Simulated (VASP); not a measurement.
# Al (Im-3m) in VASP: single point with HSE06

Aim: the single point of Al with HSE06.

All numbers are computed with VASP 6.6.1; they aren't measurements. Logs are shortened: lines on timing, memory, paths and dates and some standing lists are left out, and cuts for length are marked.

**1. The cell of the first run**

Symmetry: Im-3m, No. 229, cubic system. The conventional cell has a = 3.229 Å, b = 3.229 Å, c = 3.229 Å, α = 90.00°, β = 90.00°, γ = 90.00°. Al (site symmetry m-3m) has 14 Al at 2.80 to 3.23 Å within 3.7 Å.

**2. Single point, HSE06**

POSCAR

```
Al
1.0
   -1.6145331612      1.6145331612      1.6145331612
    1.6145331612     -1.6145331612      1.6145331612
    1.6145331612      1.6145331612     -1.6145331612
Al
1
Direct
    0.0000000000      0.0000000000      0.0000000000
```

INCAR.step1

```
SYSTEM = Al
ALGO = Normal ; EDIFF = 1E-5
ENCUT = 520 ; GGA = PE
ISIF = 2 ; ISMEAR = 0
LASPH = .TRUE. ; LCHARG = .FALSE.
LREAL = .FALSE. ; LWAVE = .TRUE.
NBANDS = 8 ; NELM = 80
PREC = Accurate ; SIGMA = 0.05
```

INCAR.step2

```
SYSTEM = Al
ALGO = Normal ; EDIFF = 1E-6
ENCUT = 520 ; GGA = PE
HFSCREEN = 0.2079 ; ISIF = 2
ISMEAR = 0 ; ISTART = 1
LASPH = .TRUE. ; LCHARG = .FALSE.
LHFCALC = .TRUE. ; LREAL = .FALSE.
LWAVE = .FALSE. ; NBANDS = 8
NELM = 80 ; PREC = Accurate
PRECFOCK = Normal ; SIGMA = 0.05
```

KPOINTS

```
k-points
0
G
  10 10 10
  0 0 0
```

Potentials or basis: VASP PAW PBE potentials, release 64 (Al).

Command:

```console
$ cat potpaw_PBE.64/Al/POTCAR > POTCAR
$ cp INCAR.step1 INCAR
$ mpirun -np 1 vasp_std > vasp.out
$ cp INCAR.step2 INCAR
$ mpirun -np 1 vasp_std > vasp.out
```

OUTCAR:

```text
SYSTEM = Al
   EDIFF = 1E-6
   ENCUT = 520
   GGA = PE
   HFSCREEN = 0.2079
   ISIF = 2
   ISMEAR = 0
   ISTART = 1
   LASPH = .TRUE.
   LHFCALC = .TRUE.
   LREAL = .FALSE.
   NELM = 80
   PREC = Accurate
   PRECFOCK = Normal

 ion  position               nearest neighbor table
   1  0.000  0.000  0.000-

  LATTYP: Found a body centered cubic cell.
 ALAT       =     3.2290663224

  Lattice vectors:

 A1 = (  -1.6145331612,   1.6145331612,   1.6145331612)
 A2 = (   1.6145331612,  -1.6145331612,   1.6145331612)
 A3 = (   1.6145331612,   1.6145331612,  -1.6145331612)

Analysis of symmetry for initial positions (statically):
=====================================================================
 Subroutine PRICEL returns:
 Original cell was already a primitive cell.

 Routine SETGRP: Setting up the symmetry group for a
 body centered cubic supercell.

 Subroutine GETGRP returns: Found 48 space group operations
 (whereof 48 operations were pure point group operations)
 out of a pool of 48 trial point group operations.

The static configuration has the point symmetry O_h .

Analysis of symmetry for dynamics (positions and initial velocities):
=====================================================================
 Subroutine PRICEL returns:
 Original cell was already a primitive cell.

 Routine SETGRP: Setting up the symmetry group for a
 body centered cubic supercell.

 Subroutine GETGRP returns: Found 48 space group operations
 (whereof 48 operations were pure point group operations)
 out of a pool of 48 trial point group operations.

The dynamic configuration has the point symmetry O_h .

 Subroutine INISYM returns: Found 48 space group operations
 (whereof 48 operations are pure point group operations),
 and found     1 'primitive' translations

----------------------------------------------------------------------------------------

                                     Primitive cell

  volume of cell :      16.8345

  direct lattice vectors                    reciprocal lattice vectors
    -1.614533161  1.614533161  1.614533161     0.000000000  0.309687043  0.309687043
     1.614533161 -1.614533161  1.614533161     0.309687043  0.000000000  0.309687043
     1.614533161  1.614533161 -1.614533161     0.309687043  0.309687043  0.000000000

  length of vectors
     2.796453466  2.796453466  2.796453466     0.437963616  0.437963616  0.437963616

  position of ions in fractional coordinates (direct lattice)
     0.000000000  0.000000000  0.000000000

  ion indices of the primitive-cell ions
   primitive index   ion index
                 1           1

----------------------------------------------------------------------------------------

 KPOINTS: k-points

Automatic generation of k-mesh.
 Grid dimensions read from file:
 generate k-points for:   10   10   10

 Generating k-lattice:

  Cartesian coordinates                     Fractional coordinates (reciprocal lattice)
     0.000000000  0.030968704  0.030968704     0.100000000  0.000000000  0.000000000
     0.030968704  0.000000000  0.030968704     0.000000000  0.100000000  0.000000000
     0.030968704  0.030968704  0.000000000     0.000000000  0.000000000  0.100000000

  Length of vectors
     0.043796362  0.043796362  0.043796362

  Shift w.r.t. Gamma in fractional coordinates (k-lattice)
     0.000000000  0.000000000  0.000000000

 Subroutine IBZKPT returns following result:
 ===========================================

 Found     47 irreducible k-points:

 Following reciprocal coordinates:
            Coordinates               Weight
  0.000000  0.000000  0.000000      1.000000
  0.100000  0.000000  0.000000     12.000000
  0.200000  0.000000  0.000000     12.000000
  0.300000  0.000000  0.000000     12.000000
  0.400000  0.000000  0.000000     12.000000
  0.500000  0.000000  0.000000      6.000000
[... 16 lines left out ...]
  0.300000  0.300000  0.100000      8.000000
 -0.300000  0.300000  0.100000     24.000000
 [... further k-points ...]
   k-points           NKPTS =     47   k-points in BZ     NKDIM =   1000   number of bands    NBANDS=      8
   number of dos      NEDOS =    301   number of ions     NIONS =      1
   total plane-waves  NPLWV =  13824
   dimension x,y,z NGX =    24 NGY =   24 NGZ =   24
   dimension x,y,z NGXF=    48 NGYF=   48 NGZF=   48
   ions per type =               1
   NGX,Y,Z   is equivalent  to a cutoff of  14.27, 14.27, 14.27 a.u.
   NGXF,Y,Z  is equivalent  to a cutoff of  28.54, 28.54, 28.54 a.u.
 SYSTEM =  Al
   PREC   = accura    normal or accurate (medium, high low for compatibility)
   ISTART =      1    job   : 0-new  1-cont  2-samecut
   ICHARG =      0    charge: 1-file 2-atom 10-const
   ISPIN  =      1    spin polarized calculation?
   LNONCOLLINEAR =      F non collinear calculations
   LSORBIT =      F    spin-orbit coupling
   LASPH  =      T    aspherical Exc in radial PAW
   ENCUT  =  520.0 eV  38.22 Ry    6.18 a.u.   5.20  5.20  5.20*2*pi/ulx,y,z
   NELM   =     80;   NELMIN=  2; NELMDL=  0     # of ELM steps
   EDIFF  = 0.1E-05   stopping-criterion for ELM
   LREAL  =      F    real-space projection
   EDIFFG = 0.1E-04   stopping-criterion for IOM
   NSW    =      0    number of steps for IOM
   IBRION =     -1    ionic relax: 0-MD 1-quasi-New 2-CG
   NFREE  =      0    steps in history (QN), initial steepest desc. (CG)
   ISIF   =      2    stress and relaxation
   ISYM   =      3    0-nonsym 1-usesym 2-fastsym
   POTIM  = 0.5000    time-step for ionic-motion
   TEBEG  =    0.0;   TEEND  =   0.0 temperature during run
   PSTRESS=    0.0 pullay stress
   NELECT =       3.0000    total number of electrons
   NUPDOWN=      -1.0000    fix difference up-down
   EMIN   =  10.00;   EMAX   =-10.00  energy-range for DOS
   EFERMI =   0.00;   METHOD = LEGACY
   ISMEAR =     0;   SIGMA  =   0.05  broadening in eV -4-tet -1-fermi 0-gaus
   EFERMI_NEDOS =   21; number of points for ismear=-14 and -15
   IALGO  =     38    algorithm
   IMIX   =      1    mixing-type and parameters
     AMIX     =   0.40;   BMIX     =  1.00
     AMIX_MAG =   1.60;   BMIX_MAG =  1.00
  volume/ion in A,a.u.               =      16.83       113.60
  Fermi-wavevector in a.u.,A,eV,Ry     =   0.921259  1.740927 11.547505  0.848718
  Thomas-Fermi vector in A             =   2.046655
   LORBIT       =      0    0 simple, 1 ext, 2 COOP (PROOUT), +10 PAW based schemes
   GGA     = PE    functional components
   LHFCALC =     T    Hartree Fock is set to
   PRECFOCK=normal    Normal, Fast or Accurate (Low or Medium for compatibility)
   ENCUT4O =  -1.0   cutoff for four orbital integrals eV
   NKREDX  =     1    reduce k-point grid by
   NKREDY  =     1    reduce k-point grid by
   NKREDZ  =     1    reduce k-point grid by
   AEXX    =    0.2500 exact exchange contribution
   HFSCREEN=    0.2079 screening length (either q_TF or 0.3 A-1)
   HFSCREENC=   0.2079 screening length for correlation (either q_TF or 0.3 A-1)
   ENCUTFOCK=  -1.0 apply spherical cutoff to Coloumb kernel
   IVDW    =     0    specifies the selected vdW correction
   LEPSILON=     F    determine dielectric tensor
   LRPA    =     F    only Hartree local field effects (RPA)
 non-spin polarized calculation
 Gauss-broadening in eV      SIGMA  =   0.05
  energy-cutoff  :      520.00
  volume of cell :       16.83
 maximum number of plane-waves:       466
 NGX is ok and might be reduce to    24
  NGX = 16; NGY = 16; NGZ = 16

 number of electron       3.0000000 magnetization

 Free energy of the ion-electron system (eV)
  ---------------------------------------------------
  ext. energy  EPLUGINS =         0.00000000
  ---------------------------------------------------
  free energy    TOTEN  =        -4.00874203 eV

  energy without entropy =       -4.00775663  energy(sigma->0) =       -4.00824933

 E-fermi :   7.7923     XC(G=0):  -8.3598

 val. band max:        7.7778651429   @ k =   0.5000   0.5000   0.4000
 cond. band min:       7.7956568138   @ k =  -0.4000   0.4000   0.2000
 fundamental gap:      0.0177916709
 Fermi energy:         7.7923154997

 k-point     1 :       0.0000    0.0000    0.0000
  band No.  band energies     occupation
      1      -4.7577      2.00000
      2      22.0657      0.00000
      3      22.0657      0.00000
      4      22.0657      0.00000
      5      23.3533      0.00000
      6      23.3533      0.00000
      7      23.3533      0.00000
      8      25.0611      0.00000

 k-point     2 :       0.1000    0.0000    0.0000
  band No.  band energies     occupation
      1      -4.4394      2.00000
      2      19.0379      0.00000
      3      20.4492      0.00000
      4      20.9948      0.00000
      5      22.3149      0.00000
      6      23.4319      0.00000
      7      24.4952      0.00000
      8      25.1515      0.00000

 k-point     3 :       0.2000    0.0000    0.0000
  band No.  band energies     occupation
      1      -3.4858      2.00000
      2      14.6945      0.00000
      3      18.7975      0.00000
      4      19.3209      0.00000
      5      20.7345      0.00000
      6      22.0641      0.00000
      7      25.7672      0.00000
      8      25.8009      0.00000

 k-point     4 :       0.3000    0.0000    0.0000
  band No.  band energies     occupation
      1      -1.9003      2.00000
      2      10.4797      0.00000
      3      17.6016      0.00000
      4      17.9755      0.00000
      5      19.4920      0.00000
      6      20.9703      0.00000
      7      26.9324      0.00000
      8      27.3625      0.00000

 k-point     5 :       0.4000    0.0000    0.0000
  band No.  band energies     occupation
      1       0.3124      2.00000
      2       6.5954      2.00000
      3      16.8818      0.00000
      4      17.1377      0.00000
      5      18.7262      0.00000
      6      20.2519      0.00000
      7      28.4397      0.00000
      8      29.3307      0.00000
[... 177 lines left out ...]
 k-point    22 :      -0.2000    0.2000    0.1000
  band No.  band energies     occupation
      1      -3.1681      2.00000
      2      14.8943      0.00000
      3      16.6954      0.00000
      4      19.0626      0.00000
      5      20.7014      0.00000
      6      21.8465      0.00000
      7      24.7096      0.00000
      8      27.4325      0.00000

 k-point    23 :       0.3000    0.3000    0.1000
  band No.  band energies     occupation
      1       5.6652      2.00000
      2       5.6652      2.00000
      3       6.6202      2.00000
      4      12.0641      0.00000
      5      27.7616      0.00000
      6      27.9418      0.00000
      7      27.9418      0.00000
      8      32.5171      0.00000

 k-point    24 :      -0.3000    0.3000    0.1000
  band No.  band energies     occupation
      1      -1.5829      2.00000
      2      10.7554      0.00000
      3      15.3841      0.00000
      4      17.7586      0.00000
      5      20.6823      0.00000
      6      21.5098      0.00000
      7      24.1033      0.00000
      8      30.1352      0.00000

 [... further k-points ...]

------------------------ aborting loop because EDIFF is reached ----------------------------------------

  FORCE on cell =-STRESS in cart. coord.  units (eV):
  Direction    XX          YY          ZZ          XY          YZ          ZX
  --------------------------------------------------------------------------------------
  -------------------------------------------------------------------------------------
  Total        0.0096815      0.0096815      0.0096815      0.0000000     -0.0000000      0.0000000
  in kB        0.9214064      0.9214064      0.9214064      0.0000000     -0.0000000      0.0000000
  external PRESSURE =       0.9214064 kB  Pullay stress =       0.0000000 kB

 VOLUME and BASIS-vectors are now :
 -----------------------------------------------------------------------------
  energy-cutoff  :      520.00
  volume of cell :       16.83
      direct lattice vectors                 reciprocal lattice vectors
    -1.614533161  1.614533161  1.614533161     0.000000000  0.309687043  0.309687043
     1.614533161 -1.614533161  1.614533161     0.309687043  0.000000000  0.309687043
     1.614533161  1.614533161 -1.614533161     0.309687043  0.309687043  0.000000000

 POSITION                                       TOTAL-FORCE (eV/Angst)
 -----------------------------------------------------------------------------------
      0.00000      0.00000      0.00000        -0.000000     -0.000000     -0.000000
 -----------------------------------------------------------------------------------
    total drift:                                0.000000      0.000000      0.000000

  FREE ENERGIE OF THE ION-ELECTRON SYSTEM (eV)
  ---------------------------------------------------
  free  energy   TOTEN  =        -4.0087420317 eV

  energy  without entropy=       -4.0077566329  energy(sigma->0) =       -4.00824933
```

Run time: 17 min. Hardware: 1 thread of AMD EPYC 7R13 (Zen 3), shared host; peak memory 0.23 GiB.

Results:

```
Free energy : -4.0087 eV
Pressure    : 0.1 GPa
```

Levels at points of the mesh, in eV from the Fermi level:
```tsv
k point	band 1	band 2	band 3	band 4	band 5	band 6
(0.00, 0.00, 0.00)	-12.55	14.27	14.27	14.27	15.56	15.56
(0.50, 0.00, 0.00)	-4.88	-4.38	8.85	9.06	10.68	12.21
(0.50, 0.50, 0.50)	3.47	3.47	3.47	4.62	4.62	7.00
```

Caveat: the PAW data sets were made with another functional, which shifts forces and pressure a little.
